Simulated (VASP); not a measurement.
Input of a VASP 6.6.1 run:

INCAR

```
SYSTEM = SnO2
PREC = Accurate
ENCUT = 520
EDIFF = 1E-6
ISMEAR = 0
SIGMA = 0.015
LREAL = .False.
LASPH = .True.
NELM = 80
ALGO = Normal
ISIF = 2
LWAVE = .False.
LCHARG = .False.
GGA = PE
NBANDS = 20
```

Contents of KPOINTS:

```
Automatic mesh
0
Gamma
  9 9 9
  0 0 0
```

Contents of POSCAR:

```
SnO2
1.0
    0.0000000000      2.5741500000      2.5741500000
    2.5741500000      0.0000000000      2.5741500000
    2.5741500000      2.5741500000      0.0000000000
Sn O
1 2
Direct
    0.0000000000      0.0000000000      0.0000000000
    0.7500000000      0.7500000000      0.7500000000
    0.2500000000      0.2500000000      0.2500000000
```

Potentials or basis: VASP PAW PBE potentials, release 64 (Sn_d, O).

Run with:

```bash
$ cat potpaw_PBE.64/Sn_d/POTCAR potpaw_PBE.64/O/POTCAR > POTCAR
$ mpirun -np 1 vasp_std > vasp.out
```

(1) Predict the band gap on the k mesh.

(2) Estimate the pressure.

Results:

(1) zero (band 13 reaches 7.27 eV, above the bottom of band 14 at 7.16 eV).

(2) 0.1 GPa.

Caveat: spin-orbit coupling is left out, which moves the levels of the heavy elements.
